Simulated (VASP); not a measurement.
Wanted: the native input for a VASP 6.6.1 run.

```yaml
Task: single point
Functional: r2SCAN
Potentials_or_basis: VASP PAW PBE potentials, release 64 (Li_sv, H)
Cutoff: 520 eV
k_mesh: 10 × 10 × 10
Occupations: gaussian, width 0.01 eV
Spin: no spin polarisation
Dipole_correction: no
Further_INCAR_settings: ALGO = Normal; EDIFF = 1e-06; NBANDS = 9
```

The system is LiH.

```xyz
2
Lattice="0.0000 2.1451 2.1451 2.1451 0.0000 2.1451 2.1451 2.1451 0.0000" Properties=species:S:1:pos:R:3 pbc="T T T"
Li    0.0000    0.0000    0.0000
H     1.0726    1.0726    1.0726
```

One way to write it, as run:

POSCAR

```
LiH
1.0
    0.0000000000      2.1451220101      2.1451220101
    2.1451220101      0.0000000000      2.1451220101
    2.1451220101      2.1451220101      0.0000000000
Li H
1 1
Direct
    0.0000000000      0.0000000000      0.0000000000
    0.2500000000      0.2500000000      0.2500000000
```

INCAR.step1

```
SYSTEM = LiH
PREC = Accurate
ENCUT = 520
ISMEAR = 0
SIGMA = 0.01
LREAL = .False.
LASPH = .True.
NELM = 80
NBANDS = 9
GGA = PE
ALGO = Normal
EDIFF = 1E-4
LWAVE = .True.
LCHARG = .False.
```

INCAR.step2

```
SYSTEM = LiH
PREC = Accurate
ENCUT = 520
EDIFF = 1E-6
ISMEAR = 0
SIGMA = 0.01
LREAL = .False.
LASPH = .True.
NELM = 80
ALGO = Normal
ISIF = 2
LWAVE = .False.
LCHARG = .True.
METAGGA = R2SCAN
LMIXTAU = .True.
LELF = .True.
LVHAR = .True.
NBANDS = 9
ISTART = 1
```

KPOINTS

```
Automatic mesh
0
Gamma
  10 10 10
  0 0 0
```

Potentials or basis: VASP PAW PBE potentials, release 64 (Li_sv, H).

Run with:

```console
$ cat potpaw_PBE.64/Li_sv/POTCAR potpaw_PBE.64/H/POTCAR > POTCAR
$ cp INCAR.step1 INCAR
$ mpirun -np 1 vasp_std > vasp.out
$ cp INCAR.step2 INCAR
$ mpirun -np 1 vasp_std > vasp.out
```

Results of the run:

- Band gap on the k mesh: 4.82 eV, indirect (least direct gap 5.85 eV)

Wall time 38 s on 1 thread of Intel(R) Xeon(R) Platinum 8488C (Sapphire Rapids) (shared host), peak memory 0.13 GiB.
